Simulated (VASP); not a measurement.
Runs of VASP 6.6.1 on Pb. The structure is cubic, space group Fm-3m (No. 225). Conventional cell: a = 4.950 Å, b = 4.950 Å, c = 4.950 Å, α = 90.00°, β = 90.00°, γ = 90.00°. Within 4.6 Å of Pb (site symmetry m-3m) lie 12 Pb at 3.50 Å. 

| level | potentials or basis | gap on the mesh (eV) | pressure (GPa) |
| --- | --- | --- | --- |
| LDA | VASP PAW LDA potentials, release 64 (Pb_d) | none | -2.4 |
| PBEsol | VASP PAW PBE potentials, release 64 (Pb_d) | none | -1.0 |
| BLYP | VASP PAW PBE potentials, release 64 (Pb_d) | none | (a) |
| RPBE | VASP PAW PBE potentials, release 64 (Pb_d) | none | 3.5 |

Alike in all rows: task single point; no spin polarisation; cell as given; k mesh 5 × 5 × 5; cutoff (eV) 500; smearing fermi-dirac 0.1 eV.

Fill in the values left out.

(a) 5.7.

Caveats: all runs use coarse meshes; spin-orbit coupling is left out, which moves the levels of the heavy elements; the PAW data sets were made with another functional, which shifts forces and pressure a little (some runs).

A k mesh can miss the band edges, and the runs leave out spin-orbit coupling on Pb.

A gap of «none» marks levels without a gap at the run's occupations.
